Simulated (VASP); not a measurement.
Runs of VASP 6.6.1 on TiC. The structure is that of space group P6/mmm (No. 191), or close to it. The cells are those of the table. 

| task | spin | cell | cutoff (eV) | gap on the mesh (eV) | pressure (GPa) |
| --- | --- | --- | --- | --- | --- |
| relaxation of cell and atoms | off | relaxed from a = 3.956, b = 3.956, c = 4.853 Å, angles 90.0, 90.0, 120.0°, 4 atoms | 600 | none | -0.2 |
| single point | off | a = 3.956, b = 3.956, c = 4.853 Å, angles 90.0, 90.0, 120.0°, 4 atoms | 520 | none | (a) |
| single point | collinear, ferromagnetic start | a = 4.410, b = 4.410, c = 4.183 Å, angles 90.0, 90.0, 120.0°, 4 atoms | 520 | none | 0.1 |
| single point | off | a = 4.410, b = 4.410, c = 4.183 Å, angles 90.0, 90.0, 120.0°, 4 atoms | 520 | none | 0.0 |

Alike in all rows: level PBE; potentials or basis VASP PAW PBE potentials, release 64 (Ti_sv, C); k mesh 6 × 6 × 4; smearing gaussian 0.1 eV.

Question: Estimate the missing entries.

Answer: (a) -11.4.

Caveats: some runs use coarse meshes.

A gap of «none» marks levels without a gap at the run's occupations.
